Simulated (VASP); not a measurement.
Runs of VASP 6.6.1 on CdSe. The structure is hexagonal, space group P6_3mc (No. 186). Conventional cell: a = 4.247 Å, b = 4.247 Å, c = 6.942 Å, α = 90.00°, β = 90.00°, γ = 120.00°. Cd (site symmetry 3m) has 4 Se at 2.60 to 2.61 Å within 3.4 Å. Within 3.4 Å of Se (site symmetry 3m) lie 4 Cd at 2.60 to 2.61 Å. 

```csv
cell,gap on the mesh (eV),pressure (GPa)
relaxed to 4 GPa,0.60,4.0
relaxed to 2 GPa,0.55,2.0
relaxed to 10 GPa,0.73,10.0
relaxed to 15 GPa,(b),15.0
relaxed to 7 GPa,(a),7.0
```

Alike in all rows: task relaxation of cell and atoms; level LDA; potentials or basis VASP PAW LDA potentials, release 64 (Cd, Se); no spin polarisation; k mesh 6 × 6 × 4; cutoff (eV) 600; smearing gaussian 0.01 eV.

Fill in the values left out.

(a) 0.68; (b) 0.80.

Caveats: the cell is relaxed towards a set pressure, so the run minimises the enthalpy, not the energy.

A k mesh can miss the band edges, and the runs leave out spin-orbit coupling on Cd, Se.
